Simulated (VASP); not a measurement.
# AlN (F-43m) in VASP: further runs

Runs on AlN. Level: r2SCAN. Tasks: single point.

Program: VASP 6.6.1. These are calculated values, not measurements. Logs are shortened: lines on timing, memory, paths and dates and some standing lists are left out, and cuts for length are marked.

**1. The cell of the first run**

The structure is cubic, space group F-43m (No. 216). Conventional cell: a = 4.324 Å, b = 4.324 Å, c = 4.324 Å, α = 90.00°, β = 90.00°, γ = 90.00°. Al (site symmetry -43m) has 4 N at 1.87 Å within 2.5 Å. N (site symmetry -43m) has 4 Al at 1.87 Å within 2.5 Å.

**2. Single point, r2SCAN**

Contents of POSCAR:

```
AlN
1.0
    2.1621792345      2.1621792345      0.0000000000
   -2.1621792345      2.1621792345      0.0000000000
    0.0000000000      2.1621792345      2.1621792345
Al N
1 1
Direct
    0.0000000000      0.0000000000      0.0000000000
    0.2500000000      0.7500000000      0.5000000000
```

Contents of INCAR.step1:

```
PREC     = Accurate       # precision mode
ENCUT    = 520            # plane-wave cutoff, eV
ISMEAR   = 0              # smearing method
SIGMA    = 0.01           # smearing width, eV
LREAL    = F              # projectors in reciprocal space
LASPH    = T              # aspherical terms in the spheres
NELM     = 100            # most SCF steps
NBANDS   = 11             # bands
GGA      = PE             # functional
ALGO     = Normal         # electronic algorithm
EDIFF    = 1E-4           # SCF threshold, eV
LWAVE    = T              # write WAVECAR
LCHARG   = F              # write CHGCAR
```

Contents of INCAR.step2:

```
PREC     = Accurate       # precision mode
ENCUT    = 520            # plane-wave cutoff, eV
EDIFF    = 1E-6           # SCF threshold, eV
ISMEAR   = 0              # smearing method
SIGMA    = 0.01           # smearing width, eV
LREAL    = F              # projectors in reciprocal space
LASPH    = T              # aspherical terms in the spheres
NELM     = 100            # most SCF steps
ALGO     = Normal         # electronic algorithm
ISIF     = 2              # what is computed and relaxed
LWAVE    = F              # write WAVECAR
LCHARG   = T              # write CHGCAR
METAGGA  = R2SCAN         # meta-GGA
LMIXTAU  = T            
LELF     = T              # ELF
LVHAR    = T            
NBANDS   = 11             # bands
ISTART   = 1
```

Contents of KPOINTS:

```
regular mesh
0
Gamma
  10 10 10
```

Potentials or basis: VASP PAW PBE potentials, release 64 (Al, N).

Started as:

```
$ cat potpaw_PBE.64/Al/POTCAR potpaw_PBE.64/N/POTCAR > POTCAR
$ cp INCAR.step1 INCAR
$ mpirun -np 1 vasp_std > vasp.out
$ cp INCAR.step2 INCAR
$ mpirun -np 1 vasp_std > vasp.out
```

OUTCAR:

```text
PREC = Accurate
   ENCUT = 520
   EDIFF = 1E-6
   ISMEAR = 0
   LREAL = F
   LASPH = T
   NELM = 100
   ISIF = 2
   METAGGA = R2SCAN
   ISTART = 1

 ion  position               nearest neighbor table
   1  0.000  0.000  0.000-   2 1.87   2 1.87   2 1.87   2 1.87
   2  0.250  0.750  0.500-   1 1.87   1 1.87   1 1.87   1 1.87

  LATTYP: Found a face centered cubic cell.
 ALAT       =     4.3243584690

  Lattice vectors:

 A1 = (   0.0000000000,   2.1621792345,   2.1621792345)
 A2 = (   2.1621792345,   0.0000000000,   2.1621792345)
 A3 = (   2.1621792345,   2.1621792345,   0.0000000000)

Analysis of symmetry for initial positions (statically):
=====================================================================
 Subroutine PRICEL returns:
 Original cell was already a primitive cell.

 Routine SETGRP: Setting up the symmetry group for a
 face centered cubic supercell.

 Subroutine GETGRP returns: Found 24 space group operations
 (whereof 24 operations were pure point group operations)
 out of a pool of 48 trial point group operations.

The static configuration has the point symmetry T_d .

Analysis of symmetry for dynamics (positions and initial velocities):
=====================================================================
 Subroutine PRICEL returns:
 Original cell was already a primitive cell.

 Routine SETGRP: Setting up the symmetry group for a
 face centered cubic supercell.

 Subroutine GETGRP returns: Found 24 space group operations
 (whereof 24 operations were pure point group operations)
 out of a pool of 48 trial point group operations.

The dynamic configuration has the point symmetry T_d .

 Subroutine INISYM returns: Found 24 space group operations
 (whereof 24 operations are pure point group operations),
 and found     1 'primitive' translations

----------------------------------------------------------------------------------------

                                     Primitive cell

  volume of cell :      20.2165

  direct lattice vectors                    reciprocal lattice vectors
     2.162179234  2.162179234  0.000000000     0.231248174  0.231248174 -0.231248174
    -2.162179234  2.162179234  0.000000000    -0.231248174  0.231248174 -0.231248174
     0.000000000  2.162179234  2.162179234     0.000000000  0.000000000  0.462496348

  length of vectors
     3.057783198  3.057783198  3.057783198     0.400533587  0.400533587  0.462496348

[... 81 lines left out ...]
   LREAL  =      F    real-space projection
   EDIFFG = 0.1E-04   stopping-criterion for IOM
   NSW    =      0    number of steps for IOM
   IBRION =     -1    ionic relax: 0-MD 1-quasi-New 2-CG
   NFREE  =      0    steps in history (QN), initial steepest desc. (CG)
   ISIF   =      2    stress and relaxation
   ISYM   =      2    0-nonsym 1-usesym 2-fastsym
   POTIM  = 0.5000    time-step for ionic-motion
   TEBEG  =    0.0;   TEEND  =   0.0 temperature during run
   PSTRESS=    0.0 pullay stress
   NELECT =       8.0000    total number of electrons
   NUPDOWN=      -1.0000    fix difference up-down
   EMIN   =  10.00;   EMAX   =-10.00  energy-range for DOS
   EFERMI =   0.00;   METHOD = LEGACY
   ISMEAR =     0;   SIGMA  =   0.01  broadening in eV -4-tet -1-fermi 0-gaus
   EFERMI_NEDOS =   21; number of points for ismear=-14 and -15
   IALGO  =     38    algorithm
   IMIX   =      4    mixing-type and parameters
     AMIX     =   0.40;   BMIX     =  1.00
     AMIX_MAG =   1.60;   BMIX_MAG =  1.00
  volume/ion in A,a.u.               =      10.11        68.21
  Fermi-wavevector in a.u.,A,eV,Ry     =   1.201904  2.271269 19.654614  1.444573
  Thomas-Fermi vector in A             =   2.337700
   LORBIT       =      0    0 simple, 1 ext, 2 COOP (PROOUT), +10 PAW based schemes
   METAGGA = R2SCAN    functional components
   LHFCALC =     F    Hartree Fock is set to
   AEXX    =    0.0000 exact exchange contribution
   IVDW    =     0    specifies the selected vdW correction
   LEPSILON=     F    determine dielectric tensor
   LRPA    =     F    only Hartree local field effects (RPA)
 non-spin polarized calculation
 Gauss-broadening in eV      SIGMA  =   0.01
  energy-cutoff  :      520.00
  volume of cell :       20.22
 maximum number of plane-waves:       556
   NGX = 11   NGY = 11   NGZ = 11

 number of electron       7.9999999 magnetization

 Free energy of the ion-electron system (eV)
  ---------------------------------------------------
  ext. energy  EPLUGINS =         0.00000000
  ---------------------------------------------------
  free energy    TOTEN  =       -19.16671421 eV

  energy without entropy =      -19.16671421  energy(sigma->0) =      -19.16671421

 E-fermi :   6.0172     XC(G=0): -11.5557

 val. band max:        5.9771154722   @ k =   0.0000   0.0000   0.0000
 cond. band min:       9.9351675114   @ k =   0.5000   0.5000   0.0000
 fundamental gap:      3.9580520392
 Fermi energy:         6.0172213300

 k-point     1 :       0.0000    0.0000    0.0000
  band No.  band energies     occupation
      1      -9.9415      2.00000
      2       5.9771      2.00000
      3       5.9771      2.00000
      4       5.9771      2.00000
      5      11.1543      0.00000
      6      19.8117      0.00000
      7      19.8117      0.00000
      8      19.8117      0.00000
      9      24.7632      0.00000
     10      24.7632      0.00000
     11      26.5445      0.00000
[... 309 lines left out ...]
 k-point    24 :       0.4000    0.3000    0.0000
  band No.  band energies     occupation
      1      -7.3081      2.00000
      2       1.3177      2.00000
      3       2.5640      2.00000
      4       4.7550      2.00000
      5      12.5604      0.00000
      6      17.2874      0.00000
      7      20.1429      0.00000
      8      20.7620      0.00000
      9      23.2505      0.00000
     10      26.7856      0.00000
     11      32.0626      0.00000

 [... further k-points ...]
[... 5 lines left out ...]
  --------------------------------------------------------------------------------------
  -------------------------------------------------------------------------------------
  Total        0.8370195      0.8370195      0.8370195      0.0000000     -0.0000000      0.0000000
  in kB       66.3347445     66.3347445     66.3347445      0.0000000     -0.0000000      0.0000000
  external PRESSURE =      66.3347445 kB  Pullay stress =       0.0000000 kB

 VOLUME and BASIS-vectors are now :
 -----------------------------------------------------------------------------
  energy-cutoff  :      520.00
  volume of cell :       20.22
      direct lattice vectors                 reciprocal lattice vectors
     2.162179234  2.162179234  0.000000000     0.231248174  0.231248174 -0.231248174
    -2.162179234  2.162179234  0.000000000    -0.231248174  0.231248174 -0.231248174
     0.000000000  2.162179234  2.162179234     0.000000000  0.000000000  0.462496348

 POSITION                                       TOTAL-FORCE (eV/Angst)
 -----------------------------------------------------------------------------------
      0.00000      0.00000      0.00000         0.000000      0.000000      0.000000
     -1.08109      3.24327      1.08109         0.000000      0.000000      0.000000
 -----------------------------------------------------------------------------------
    total drift:                               -0.000002      0.000000      0.000000

  FREE ENERGIE OF THE ION-ELECTRON SYSTEM (eV)
  ---------------------------------------------------
  free  energy   TOTEN  =       -19.1667142145 eV

  energy  without entropy=      -19.1667142145  energy(sigma->0) =      -19.16671421
```

OUTCAR.step1:

```text
PREC = Accurate
   ENCUT = 520
   ISMEAR = 0
   LREAL = F
   LASPH = T
[... 556 lines left out ...]
 -----------------------------------------------------------------------------------
      0.00000      0.00000      0.00000        -0.000000     -0.000000      0.000000
     -1.08109      3.24327      1.08109         0.000000      0.000000     -0.000000
 -----------------------------------------------------------------------------------
    total drift:                               -0.000000      0.000000      0.000000

  FREE ENERGIE OF THE ION-ELECTRON SYSTEM (eV)
  ---------------------------------------------------
  free  energy   TOTEN  =       -14.8096279378 eV

  energy  without entropy=      -14.8096279378  energy(sigma->0) =      -14.80962794
```

Wall time 1.7 min (1 thread of AMD EPYC 7R13, shared host); peak memory 0.11 GiB.

Results:

```
Free energy            : -19.1667 eV
Pressure               : 6.6 GPa
Band gap on the k mesh : 3.96 eV, indirect (least direct gap 5.18 eV)
```

Caveat: the PAW data sets were made with another functional, which shifts forces and pressure a little.

(Part 1 of 2 ends here.)
